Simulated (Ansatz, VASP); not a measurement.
Given: the input of a run of Ansatz 0.2.0 on Hf.

Contents of input.yaml:

```yaml
crystal:
  lattice:
    - [3.1967, 0.0, 0.0]
    - [-1.59835, 2.7684234083, 0.0]
    - [0.0, 0.0, 5.0578]
  atoms:
    - { symbol: Hf, position: [0.6666666667, 0.3333333333, 0.75] }
    - { symbol: Hf, position: [0.3333333333, 0.6666666667, 0.25] }
hamiltonian:
  xc: blyp
  pseudopotentials: { kind: paw }
  dispersion: d3bj
kpoints:
  mp_grid: { grid: [10, 10, 5] }
scf:
  occupations: { method: fermi_dirac, width: 0.05 }
output:
  forces: true
  stress: true
relax:
  f_tol: 0.01
  max_steps: 40
  cell: { stress_tol: 0.05 }
```

Potentials or basis: Ansatz PAW.

Launch:

```console
$ ansatz run input.yaml --threads 2 --pin off --max-ram 5632MiB --backend cpu --events-out ev --progress --plain --runs-dir out
```

Question: Translate it to VASP 6.6.1. Potentials there: VASP PAW PBE potentials, release 64 (Hf_pv).

Answer: As run (the cutoff follows the program's own potentials):

The input INCAR:

```
PREC = Accurate
ENCUT = 600
EDIFF = 1E-6
ISMEAR = -1
SIGMA = 0.05
LREAL = False
LASPH = True
NELM = 80
ALGO = Normal
ISIF = 3
LWAVE = False
LCHARG = False
GGA = B5
ALDAX = 1.0
AGGAX = 1.0
AGGAC = 1.0
ALDAC = 0.0
IVDW = 12
VDW_S6 = 1.0
VDW_S8 = 2.6996
VDW_A1 = 0.4298
VDW_A2 = 4.2359
IBRION = 2
NSW = 60
EDIFFG = -0.01
```

Contents of KPOINTS:

```
regular mesh
0
Gamma
  10 10 5
```

The input POSCAR:

```
Hf
1.0
    3.1967000000      0.0000000000      0.0000000000
   -1.5983500000      2.7684234083      0.0000000000
    0.0000000000      0.0000000000      5.0578000000
Hf
2
Direct
    0.6666666667      0.3333333333      0.7500000000
    0.3333333333      0.6666666667      0.2500000000
```

Potentials or basis: VASP PAW PBE potentials, release 64 (Hf_pv).

Command:

```sh
$ cat potpaw_PBE.64/Hf_pv/POTCAR > POTCAR
$ mpirun -np 1 vasp_std > vasp.out
```

Both were run:

|  | VASP | Ansatz | Ansatz less VASP |
| --- | --- | --- | --- |
| relaxed volume (Å³/atom) | 21.33 | 21.32 | -0.010 |
| relaxed cell length with the largest relative difference (Å) | 3.147 | 3.145 | -0.0014 |

VASP's potentials were made for PBE, not for BLYP. VASP's potentials hold 20 valence electrons a cell and Ansatz's 52, so a difference there can come from the potentials and not from the codes.

Spin-orbit coupling is off throughout. Noted on Ansatz's run: the plane-wave basis is chosen anew once the cell has moved, so the energies of steps on either side of that aren't comparable.
